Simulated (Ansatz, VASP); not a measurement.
**Al2SiF2: VASP beside Ansatz**

```
Al Si F
1.0
     1.52417    0.87998    9.00814
    -1.52417    0.87998    9.00814
     0.00000   -1.75995    9.00814
Al Si F
2 1 2
Direct
  0.40405 0.40405 0.40405
  0.59595 0.59595 0.59595
  0.00000 0.00000 0.00000
  0.78036 0.78036 0.78036
  0.21964 0.21964 0.21964
```

Alike in both runs: functional PBE; k mesh 4 × 4 × 4; occupations gaussian, width 0.15 eV; no spin polarisation.

Ansatz relaxed the structure, and its values are those at the end. VASP's run is a single point on that final structure, the one shown.

```csv
,VASP,Ansatz
version,VASP 6.6.1,Ansatz 0.2.0
potentials or method,"VASP PAW PBE potentials, release 64 (Al, Si, F), cutoff 600 eV","scalar-relativistic, plane waves, PAW"
valence electrons in the cell,24,24
```

Ansatz gave:

```
gap on the k mesh at the Fermi level (eV) : none
pressure (GPa)                            : 0.4
rms of the force components (eV/Å)        : 0.008
```

Q: Estimate VASP's values.

A: gap on the k mesh at the Fermi level (eV): none; pressure (GPa): 0.2; rms of the force components (eV/Å): 0.009.

A gap of «none» marks a metal or a gap that the smearing closes.

The k mesh is coarse, so the values compare programs but aren't converged.
